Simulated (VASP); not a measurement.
Wanted: the native input for a VASP 6.6.1 run.

```
Task                   : single point
Functional             : PBE
Dispersion             : D3(BJ)
Potentials or basis    : VASP PAW PBE potentials, release 64 (Ca_sv, Li_sv)
Cutoff                 : 520 eV
k mesh                 : 2 × 2 × 1
Occupations            : gaussian, width 0.15 eV
Spin                   : no spin polarisation
Dipole correction      : no
Further INCAR settings : LREAL = Auto; ALGO = Normal; EDIFF = 1e-06; NBANDS = 96
```

The structure of LiCa16 lies in POSCAR:

```
LiCa16
1.0
   11.1600000000      0.0000000000      0.0000000000
    0.0000000000      7.8913120000      0.0000000000
    0.0000000000      0.0000000000     16.9184840000
Ca Li
16 1
Direct
    0.2500000000      0.2500000000      0.0591070098
    0.7500000000      0.2500000000      0.0591070098
    0.2500000000      0.7500000000      0.0591070098
    0.7500000000      0.7500000000      0.0591070098
    0.0011639785      0.0009814591      0.1698693571
    0.4986824373      0.0010422855      0.1699431817
    0.0012230287      0.5025730829      0.1700806644
    0.4986784946      0.5025775182      0.1701849291
    0.2499618280      0.2547945133      0.2800422307
    0.7499796595      0.2545040673      0.2769525922
    0.2500808244      0.7548535655      0.2813278069
    0.7499536738      0.7547406566      0.2802869926
   -0.0062499104      0.0103721663      0.3917068456
    0.5060865591      0.0101661169      0.3919047357
   -0.0064293011      0.5022272595      0.3917889452
    0.5066426523      0.5022095185      0.3920171571
    0.7501608423      0.2573784942      0.4680276909
```

These files were run (other wordings do the same):

INCAR

```
  ALGO = Normal
  EDIFF = 1E-6
  ENCUT = 520
  GGA = PE
  ISIF = 2
  ISMEAR = 0
  IVDW = 12
  LASPH = T
  LCHARG = F
  LREAL = Auto
  LWAVE = F
  NBANDS = 96
  NELM = 100
  PREC = Accurate
  SIGMA = 0.15
```

KPOINTS

```
k-points
0
Gamma
  2 2 1
```

Potentials or basis: VASP PAW PBE potentials, release 64 (Ca_sv, Li_sv).

Run with:

```sh
$ cat potpaw_PBE.64/Ca_sv/POTCAR potpaw_PBE.64/Li_sv/POTCAR > POTCAR
$ mpirun -np 1 vasp_std > vasp.out
```

Results of the run:

```yaml
Largest_force: 0.025 eV/Å
Band_gap_on_the_k_mesh: zero (an odd number of electrons rules out a gap without spin polarisation)
Dispersion_energy_per_atom: -0.153 eV
```

Caveat: the k points lie up to 0.40 Å⁻¹ apart, too coarse for converged energies and pressures of a metal; there is no dipole correction, which matters where the two faces differ.

Run time: 22 min on 1 thread of Intel(R) Xeon(R) Platinum 8259CL CPU @ 2.50GHz (Skylake/Cascade Lake) (shared host), peak memory 1.3 GiB.
